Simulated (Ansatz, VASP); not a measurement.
One calculation of EuS, two programs

```
Eu S
1.0
     0.00000    2.97850    2.97850
     2.97850    0.00000    2.97850
     2.97850    2.97850    0.00000
Eu S
1 1
Direct
  0.00000 0.00000 0.00000
  0.50000 0.50000 0.50000
```

Alike in both runs: task single point; functional PBE; k mesh 8 × 8 × 8; occupations gaussian, width 0.027 eV; collinear spin.

|  | VASP | Ansatz |
| --- | --- | --- |
| version | VASP 6.6.1 | Ansatz 0.2.0 |
| potentials or method | VASP PAW PBE potentials, release 64 (Eu, S), cutoff 600 eV | all-electron LAPW, scalar-relativistic |

VASP gave:

```
gap on the k mesh at the Fermi level (eV)                     : none
pressure (GPa)                                                : -2.7
net moment per atom (μB)                                      : 3.49
size of the moment on the site where the two differ most (μB) : 6.59
```

**Question.** Which values does Ansatz return?

**Answer.** gap on the k mesh at the Fermi level (eV): none; pressure (GPa): -2.4; net moment per atom (μB): 3.49; size of the moment on the site where the two differ most (μB): 6.92.

Site moments also hang on the region over which each program counts them. A gap of «none» marks a metal or a gap that the smearing closes. Ansatz ran all-electron here, and VASP with PAW potentials.

Spin-orbit coupling is off throughout. Noted on Ansatz's run: the open f shell may have settled in a state that isn't the lowest.
